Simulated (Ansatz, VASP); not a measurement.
**I in VASP and in Ansatz**

The input INCAR:

```
PREC = Accurate
ENCUT = 520
EDIFF = 1E-6
ISMEAR = -1
SIGMA = 0.1
LREAL = False
LASPH = True
NELM = 100
ALGO = Normal
ISIF = 2
LWAVE = False
LCHARG = False
GGA = PS
NBANDS = 10
```

KPOINTS

```
regular mesh
0
Gamma
  11 11 11
```

POSCAR

```
I
1.0
    3.3240297067      0.0000000000      0.0000000000
    0.0000000000      3.3240297067      0.0000000000
    0.0000000000      0.0000000000      3.3240297067
I
1
Direct
    0.0000000000      0.0000000000      0.0000000000
```

Input for Ansatz:

```yaml
crystal:
  lattice:
    - [3.3240297067, 0.0, 0.0]
    - [0.0, 3.3240297067, 0.0]
    - [0.0, 0.0, 3.3240297067]
  atoms:
    - { symbol: I, position: [0.0, 0.0, 0.0] }
kpoints:
  mp_grid: { grid: [11, 11, 11] }
scf:
  occupations: { method: fermi_dirac, width: 0.1 }
hamiltonian:
  xc: pbesol
  pseudopotentials: { kind: all_electron, lapw: { basis_error: 0.001 } }
output:
  forces: true
  stress: true
  eigenvalues: true
  populations: true
```

Change from the starting cell: volume scaled by 0.95, LAPW.

Alike in both runs: task single point; functional PBEsol; k mesh 11 × 11 × 11; occupations fermi-dirac, width 0.1 eV; no spin polarisation.

|  | VASP | Ansatz |
| --- | --- | --- |
| version | VASP 6.6.1 | Ansatz 0.2.0 |
| potentials or method | VASP PAW PBE potentials, release 64 (I), cutoff 520 eV | all-electron LAPW, scalar-relativistic |

|  | VASP | Ansatz | Ansatz less VASP |
| --- | --- | --- | --- |
| pressure (GPa) | 1.7 | 1.7 | +0.01 |

VASP's potentials were made for PBE, not for PBEsol. Ansatz ran all-electron here, and VASP with PAW potentials.

Neither program's run includes spin-orbit coupling.
